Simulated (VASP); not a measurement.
Input of a VASP 6.6.1 run:

POSCAR

```
Yb2CrH6
1.0
    5.0674251100      0.0000000000      0.0000000000
   -2.5337125600      4.3885218600      0.0000000000
    0.0000000000      0.0000000000      3.7736144200
Yb Cr H
2 1 6
Direct
    0.3333000000      0.6667000000      0.2641000000
    0.6667000000      0.3333000000      0.7359000000
    0.0000000000      0.0000000000      0.0000000000
    0.8221000000      0.1779000000      0.2430000000
    0.8221000000      0.6442000000      0.2430000000
    0.3558000000      0.1779000000      0.2430000000
    0.1779000000      0.8221000000      0.7570000000
    0.6442000000      0.8221000000      0.7570000000
    0.1779000000      0.3558000000      0.7570000000
```

The input INCAR.step1:

```
ALGO = Normal ; EDIFF = 1E-4
ENCUT = 520 ; GGA = PE
ISMEAR = -1 ; LASPH = T
LCHARG = F ; LDAU = T
LDAUJ = 0 0 0 ; LDAUL = 3 2 -1
LDAUTYPE = 2 ; LDAUU = 3.67 4.05 0
LMAXMIX = 6 ; LREAL = F
LWAVE = T ; NBANDS = 43
NELM = 150 ; PREC = Accurate
SIGMA = 0.1
```

File INCAR.step2:

```
ALGO = Normal ; EDIFF = 1E-6
ENCUT = 520 ; ISIF = 2
ISMEAR = -1 ; ISTART = 1
LASPH = T ; LCHARG = T
LDAU = T ; LDAUJ = 0 0 0
LDAUL = 3 2 -1 ; LDAUPRINT = 1
LDAUTYPE = 2 ; LDAUU = 3.67 4.05 0
LELF = T ; LMAXMIX = 6
LMIXTAU = T ; LREAL = F
LVHAR = T ; LWAVE = F
METAGGA = R2SCAN ; NBANDS = 43
NELM = 150 ; PREC = Accurate
SIGMA = 0.1
```

The input KPOINTS:

```
k-points
0
Gamma
  4 4 5
```

Potentials or basis: VASP PAW PBE potentials, release 64 (Yb, Cr_pv, H).

Launch:

```bash
$ cat potpaw_PBE.64/Yb/POTCAR potpaw_PBE.64/Cr_pv/POTCAR potpaw_PBE.64/H/POTCAR > POTCAR
$ cp INCAR.step1 INCAR
$ mpirun -np 1 vasp_std > vasp.out
$ cp INCAR.step2 INCAR
$ mpirun -np 1 vasp_std > vasp.out
```

Task: Estimate the pressure.

Result: -0.4 GPa.

Task: Predict the band gap on the k mesh.

Result: 0.42 eV.

Task: Predict the largest force.

Result: 0.288 eV/Å.

Eigenvalues of the final occupation matrices:
```csv
site,spin,trace,eigenvalues
site 1 f,1,6.88,0.97 0.98 0.98 0.98 0.99 0.99 0.99
site 1 f,2,6.88,0.97 0.98 0.98 0.98 0.99 0.99 0.99
site 2 f,1,6.88,0.97 0.98 0.98 0.98 0.99 0.99 0.99
site 2 f,2,6.88,0.97 0.98 0.98 0.98 0.99 0.99 0.99
site 3 d,1,2.09,0.05 0.19 0.19 0.83 0.83
site 3 d,2,2.09,0.05 0.19 0.19 0.83 0.83
```

Caveat: the PAW data sets were made with another functional, which shifts forces and pressure a little; spin-orbit coupling is left out, which moves the levels of the heavy elements. Spin polarisation is off, so any magnetic state and its effect on volume and gap are missing.
